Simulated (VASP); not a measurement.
# HfC in VASP: further runs, part 2 of 2

VASP 6.6.1. Earlier steps stand in the parts before.

## (3) Single point, LDA (zz strain of +2 %)

INCAR reads:

```
ALGO = Normal
EDIFF = 1E-6
ENCUT = 520
GGA = CA
ISIF = 2
ISMEAR = -1
LASPH = True
LCHARG = False
LREAL = False
LWAVE = False
NBANDS = 14
NELM = 60
PREC = Accurate
SIGMA = 0.05
```

KPOINTS reads:

```
k-points
0
Gamma
  12 12 12
```

POSCAR reads:

```
HfC
1.0
    0.0000000000      2.3250000000      2.3715000000
    2.3250000000      0.0000000000      2.3715000000
    2.3250000000      2.3250000000      0.0000000000
Hf C
1 1
Direct
    0.5000000000      0.5000000000      0.5000000000
    0.0000000000      0.0000000000      0.0000000000
```

Potentials or basis: VASP PAW LDA potentials, release 64 (Hf_pv, C).

Started as:

```console
$ cat potpaw_LDA.64/Hf_pv/POTCAR potpaw_LDA.64/C/POTCAR > POTCAR
$ mpirun -np 1 vasp_std > vasp.out
```

Run time: 49 s. Hardware: 1 thread of AMD EPYC 7R13 (Zen 3), shared host; peak memory 0.15 GiB.

Results (log left out):

```
Free energy            : -22.8021 eV
Pressure               : -15.6 GPa
Band gap on the k mesh : zero (band 7 reaches 6.74 eV, above the bottom of band 8 at 5.25 eV)
```

Stress tensor (GPa, compression positive):
```
-13.32   0.00   0.00
  0.00 -13.32   0.00
  0.00   0.00 -20.04
```

Levels at points of the mesh, in eV from the Fermi level:
```tsv
k point	band 5	band 6	band 7	band 8	band 9	band 10
(0.00, 0.00, 0.00)	0.94	1.04	1.04	1.15	1.35	1.35
(0.50, 0.00, 0.00)	-6.05	-2.96	-2.92	5.01	5.15	5.57
(0.50, 0.50, 0.00)	-2.66	-1.75	0.00	0.00	5.11	6.44
(0.50, 0.00, 0.50)	-2.45	-1.79	-0.15	-0.08	5.10	6.33
```

Caveat: the cell differs from its parent crystal (zz strain of +2 %); spin-orbit coupling is left out, which moves the levels of the heavy elements.

## (4) Single point, LDA (equal xx and yy strain of +1 %)

INCAR reads:

```
SYSTEM = HfC
PREC = Accurate
ENCUT = 520
EDIFF = 1E-6
ISMEAR = -1
SIGMA = 0.05
LREAL = .FALSE.
LASPH = .TRUE.
NELM = 80
ALGO = Normal
ISIF = 2
LWAVE = .FALSE.
LCHARG = .FALSE.
NBANDS = 14
```

KPOINTS reads:

```
regular mesh
0
G
  12 12 12
  0 0 0
```

POSCAR reads:

```
HfC
1.0
    0.0000000000      2.3482500000      2.3250000000
    2.3482500000      0.0000000000      2.3250000000
    2.3482500000      2.3482500000      0.0000000000
Hf C
1 1
Direct
    0.5000000000      0.5000000000      0.5000000000
    0.0000000000      0.0000000000      0.0000000000
```

Potentials or basis: VASP PAW LDA potentials, release 64 (Hf_pv, C).

Started as:

```console
$ cat potpaw_LDA.64/Hf_pv/POTCAR potpaw_LDA.64/C/POTCAR > POTCAR
$ mpirun -np 1 vasp_std > vasp.out
```

OUTCAR:

```text
SYSTEM = HfC
   PREC = Accurate
   ENCUT = 520
   EDIFF = 1E-6
   ISMEAR = -1
   LREAL = .FALSE.
   LASPH = .TRUE.
   NELM = 80
   ISIF = 2

 ion  position               nearest neighbor table
   1  0.500  0.500  0.500-   2 2.33   2 2.33   2 2.35   2 2.35   2 2.35   2 2.35
   2  0.000  0.000  0.000-   1 2.33   1 2.33   1 2.35   1 2.35   1 2.35   1 2.35

  LATTYP: Found a body centered tetragonal cell.
 ALAT       =     3.3209269978
 C/A-ratio  =     1.4002114479

  Lattice vectors:

 A1 = (   0.0000000000,  -2.3482500000,  -2.3250000000)
[... 595 lines left out ...]

  FORCE on cell =-STRESS in cart. coord.  units (eV):
  Direction    XX          YY          ZZ          XY          YZ          ZX
  --------------------------------------------------------------------------------------
  -------------------------------------------------------------------------------------
  Total       -2.7011956     -2.7011956     -2.1407881      0.0000000     -0.0000000     -0.0000000
  in kB     -168.7815628   -168.7815628   -133.7650508      0.0000000     -0.0000000     -0.0000000
  external PRESSURE =    -157.1093921 kB  Pullay stress =       0.0000000 kB

 VOLUME and BASIS-vectors are now :
 -----------------------------------------------------------------------------
  energy-cutoff  :      520.00
  volume of cell :       25.64
      direct lattice vectors                 reciprocal lattice vectors
     0.000000000  2.348250000  2.325000000    -0.212924518  0.212924518  0.215053763
     2.348250000  0.000000000  2.325000000     0.212924518 -0.212924518  0.215053763
     2.348250000  2.348250000  0.000000000     0.212924518  0.212924518 -0.215053763

 POSITION                                       TOTAL-FORCE (eV/Angst)
 -----------------------------------------------------------------------------------
      2.34825      2.34825      2.32500         0.000000     -0.000000      0.000000
      0.00000      0.00000      0.00000        -0.000000      0.000000      0.000000
 -----------------------------------------------------------------------------------
    total drift:                                0.000000      0.000000      0.000000

  FREE ENERGIE OF THE ION-ELECTRON SYSTEM (eV)
  ---------------------------------------------------
  free  energy   TOTEN  =       -22.8071860967 eV

  energy  without entropy=      -22.8048837693  energy(sigma->0) =      -22.80603493
```

stdout:

```text
POSCAR found type information on POSCAR HfC
 POSCAR found :  2 types and       2 ions
 scaLAPACK will be used
 LDA part: xc-table for (Slater(with rela. corr.)+CA(PZ))
 , standard interpolation
 POSCAR, INCAR and KPOINTS ok, starting setup
 FFT: planning ... GRIDC
 FFT: planning ... GRID_SOFT
 FFT: planning ... GRID
 WAVECAR not read
 entering main loop
```

Wall time 43 s (1 thread of AMD EPYC 7R13 (Zen 3), shared host); peak memory 0.16 GiB.

What came out:

```yaml
Free_energy: -22.8072 eV
Pressure: -15.7 GPa
Band_gap_on_the_k_mesh: zero (band 7 reaches 6.74 eV, above the bottom of band 8 at 5.22 eV)
```

Stress tensor (GPa, compression positive):
```
-16.88   0.00   0.00
  0.00 -16.88   0.00
  0.00   0.00 -13.38
```

Levels at points of the mesh, in eV from the Fermi level:
```
           k point  band 4  band 5  band 6  band 7  band 8  band 9  band 10  band 11
(0.00, 0.00, 0.00)  -12.06    0.98    0.98    1.03    1.24    1.24     1.35     3.18
(0.50, 0.00, 0.00)   -8.34   -6.05   -2.95   -2.93    5.04    5.12     5.56     6.52
(0.50, 0.50, 0.00)  -10.14   -2.46   -1.79   -0.12   -0.12    5.11     6.45     6.45
(0.50, 0.00, 0.50)  -10.16   -2.57   -1.77   -0.08   -0.05    5.10     6.38     6.51
```

Caveat: the cell differs from its parent crystal (equal xx and yy strain of +1 %); spin-orbit coupling is left out, which moves the levels of the heavy elements.

## (5) Single point, LDA (equal xx and yy strain of +2 %)

INCAR reads:

```
ALGO     = Normal         # electronic algorithm
EDIFF    = 1E-6           # SCF threshold, eV
ENCUT    = 520            # plane-wave cutoff, eV
GGA      = CA             # functional
ISIF     = 2              # what is computed and relaxed
ISMEAR   = -1             # smearing method
LASPH    = T              # aspherical terms in the spheres
LCHARG   = F              # write CHGCAR
LREAL    = F              # projectors in reciprocal space
LWAVE    = F              # write WAVECAR
NBANDS   = 14             # bands
NELM     = 80             # most SCF steps
PREC     = Accurate       # precision mode
SIGMA    = 0.05           # smearing width, eV
```

KPOINTS reads:

```
k-points
0
Gamma
  12 12 12
```

POSCAR reads:

```
HfC
1.0
    0.0000000000      2.3715000000      2.3250000000
    2.3715000000      0.0000000000      2.3250000000
    2.3715000000      2.3715000000      0.0000000000
Hf C
1 1
Direct
    0.5000000000      0.5000000000      0.5000000000
    0.0000000000      0.0000000000      0.0000000000
```

Started as:

```console
$ cat potpaw_LDA.64/Hf_pv/POTCAR potpaw_LDA.64/C/POTCAR > POTCAR
$ mpirun -np 1 vasp_std > vasp.out
```

Run time: 45 s. Hardware: 1 thread of AMD EPYC 7R13 (Zen 3), shared host; peak memory 0.16 GiB.

The run converged. Its results:

```
Free energy            : -22.7461 eV
Pressure               : -19.4 GPa
Band gap on the k mesh : zero (band 7 reaches 6.60 eV, above the bottom of band 8 at 5.07 eV)
```

Stress tensor (GPa, compression positive):
```
-21.53   0.00   0.00
  0.00 -21.53   0.00
  0.00   0.00 -15.10
```

Levels at points of the mesh, in eV from the Fermi level:
```
           k point  band 4  band 5  band 6  band 7  band 8  band 9  band 10  band 11
(0.00, 0.00, 0.00)  -11.95    0.97    0.97    1.06    1.22    1.22     1.41     3.07
(0.50, 0.00, 0.00)   -8.35   -5.95   -2.88   -2.85    4.89    5.05     5.45     6.43
(0.50, 0.50, 0.00)  -10.04   -2.40   -1.73   -0.17   -0.17    5.01     6.31     6.31
(0.50, 0.00, 0.50)  -10.07   -2.60   -1.69   -0.08   -0.02    4.98     6.18     6.41
```

Caveat: the cell differs from its parent crystal (equal xx and yy strain of +2 %); spin-orbit coupling is left out, which moves the levels of the heavy elements.

## (6) Single point, LDA (volume scaled by 0.94)

INCAR reads:

```
SYSTEM = HfC
PREC = Accurate
ENCUT = 520
EDIFF = 1E-7
ISMEAR = -1
SIGMA = 0.05
LREAL = .FALSE.
LASPH = .TRUE.
NELM = 100
ALGO = Normal
ISIF = 2
LWAVE = .FALSE.
LCHARG = .FALSE.
NBANDS = 14
```

KPOINTS reads:

```
regular mesh
0
G
  12 12 12
  0 0 0
```

POSCAR reads:

```
HfC
1.0
    0.0000000000      2.2775377028      2.2775377028
    2.2775377028      0.0000000000      2.2775377028
    2.2775377028      2.2775377028      0.0000000000
Hf C
1 1
Direct
    0.5000000000      0.5000000000      0.5000000000
    0.0000000000      0.0000000000      0.0000000000
```

Potentials or basis: VASP PAW LDA potentials, release 64 (Hf_pv, C).

Started as:

```console
$ cat potpaw_LDA.64/Hf_pv/POTCAR potpaw_LDA.64/C/POTCAR > POTCAR
$ mpirun -np 1 vasp_std > vasp.out
```

Wall time 39 s (1 thread of AMD EPYC 7R13, shared host); peak memory 0.12 GiB.

It converged, with:

```yaml
Free_energy: -22.8912 eV
Pressure: 3.9 GPa
Band_gap_on_the_k_mesh: zero (band 7 reaches 7.41 eV, above the bottom of band 8 at 5.93 eV)
```

Levels at points of the mesh, in eV from the Fermi level:
```csv
k point,band 4,band 5,band 6,band 7,band 8,band 9,band 10,band 11
"(0.00, 0.00, 0.00)",-12.49,1.02,1.02,1.02,1.27,1.27,1.27,3.47
"(0.50, 0.00, 0.00)",-8.27,-6.45,-3.25,-3.25,5.53,5.53,6.06,6.91
"(0.50, 0.50, 0.00)",-10.56,-2.45,-2.09,-0.02,-0.02,5.57,7.09,7.09
```

Caveat: spin-orbit coupling is left out, which moves the levels of the heavy elements.

## (7) Summary

| cell | gap on the mesh (eV) | pressure (GPa) |
| --- | --- | --- |
| a = 3.305, b = 3.305, c = 3.288 Å, angles 60.2, 60.2, 59.7°, 2 atoms | none | -13.7 |
| a = 3.321, b = 3.321, c = 3.288 Å, angles 60.3, 60.3, 59.3°, 2 atoms | none | -15.6 |
| a = 3.305, b = 3.305, c = 3.321 Å, angles 59.8, 59.8, 60.3°, 2 atoms | none | -15.7 |
| a = 3.321, b = 3.321, c = 3.354 Å, angles 59.7, 59.7, 60.7°, 2 atoms | none | -19.4 |
| a = 3.221 Å, angles 60.0°, 2 atoms | none | 3.9 |

Alike in all rows: task single point; level LDA; potentials or basis VASP PAW LDA potentials, release 64 (Hf_pv, C); no spin polarisation; k mesh 12 × 12 × 12; cutoff (eV) 520; smearing fermi-dirac 0.05 eV.

Caveats: spin-orbit coupling is left out, which moves the levels of the heavy elements.

Total energies depend on the potentials used, so only differences within one code and one set of settings carry meaning.
